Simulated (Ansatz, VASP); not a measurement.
**Two plane-wave programs on TaN**

```
CELL_PARAMETERS angstrom
0.00000 2.14955 2.14955
2.14955 0.00000 2.14955
2.14955 2.14955 0.00000
ATOMIC_POSITIONS crystal
Ta 0.50000 0.50000 0.50000
N 0.00000 0.00000 0.00000
```

Change from the starting cell: functional r2scan, volume scaled by 0.96, PAW files.

Alike in both runs: task electric field gradients; functional r2SCAN; k mesh 9 × 9 × 9; occupations fermi-dirac, width 0.02 eV; no spin polarisation.

|  | VASP | Ansatz |
| --- | --- | --- |
| version | VASP 6.6.1 | Ansatz 0.2.0 |
| potentials or method | VASP PAW PBE potentials, release 64 (Ta_pv, N) | PAW with Ansatz's default frozen-core files, scalar-relativistic |
| plane-wave cutoff (eV) | 580 | 500 |
| valence electrons in the cell | 16 | 18 |

```tsv
	VASP	Ansatz	Ansatz less VASP
pressure (GPa)	29.8	27.2	-2.54
```

VASP's potentials were made for PBE, not for r2SCAN. VASP's potentials hold 16 valence electrons a cell and Ansatz's 18, so a difference there can come from the potentials and not from the codes.

Neither program's run includes spin-orbit coupling.
